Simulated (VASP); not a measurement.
Write the native input for VASP 6.6.1 that does the following.

```yaml
Task: single point
Functional: PBE
Potentials_or_basis: VASP PAW PBE potentials, release 64 (Be, S)
Cutoff: 520 eV
k_mesh: 4 × 2 × 2
Occupations: gaussian, width 0.1 eV
Spin: no spin polarisation
Dipole_correction: no
Further_INCAR_settings: ALGO = Normal; EDIFF = 1e-06; NBANDS = 33
```

The structure of Be2S3 lies in POSCAR:

```
Be2S3
1.0
    2.3599835372      2.6053350157      0.0095987567
   -0.3260823566      0.0000000000      6.5109563055
    4.7199670745     -5.2106700314      0.0191975135
Be S
4 6
Direct
    0.9497790337      0.8111087105      0.2488161765
    0.9497790337      0.8111087105      0.7488161765
    0.5023676470      0.1888912895      0.0251104832
    0.5023676470      0.1888912895      0.5251104832
    0.4348981639      0.6439030531      0.1899498167
    0.4348981639      0.6439030531      0.6899498167
    0.6201003666      0.3560969469      0.2825509180
    0.6201003666      0.3560969469      0.7825509180
    0.9928547888      0.0000000000      0.0035726056
    0.9928547888      0.0000000000      0.5035726056
```

These files were run (other wordings do the same):

INCAR

```
SYSTEM = Be2S3
  PREC = Accurate
  ENCUT = 520
  EDIFF = 1E-6
  ISMEAR = 0
  SIGMA = 0.1
  LREAL = .False.
  LASPH = .True.
  NELM = 80
  ALGO = Normal
  ISIF = 2
  LWAVE = .False.
  LCHARG = .True.
  GGA = PE
  LELF = .True.
  LVHAR = .True.
  NBANDS = 33
```

KPOINTS

```
Automatic mesh
0
Gamma
  4 2 2
  0 0 0
```

Potentials or basis: VASP PAW PBE potentials, release 64 (Be, S).

The run is started by

```sh
$ cat potpaw_PBE.64/Be/POTCAR potpaw_PBE.64/S/POTCAR > POTCAR
$ mpirun -np 1 vasp_std > vasp.out
```

Results of the run:

| Property | Result |
| --- | --- |
| Pressure | -0.1 GPa |
| Largest force | 0.135 eV/Å |
| Band gap on the k mesh | 1.36 eV |

Caveat: the k points lie up to 0.48 Å⁻¹ apart.

It took 61 s on 1 thread of Intel(R) Xeon(R) Platinum 8259CL CPU @ 2.50GHz (Skylake/Cascade Lake), on a shared host, peak memory 0.26 GiB.
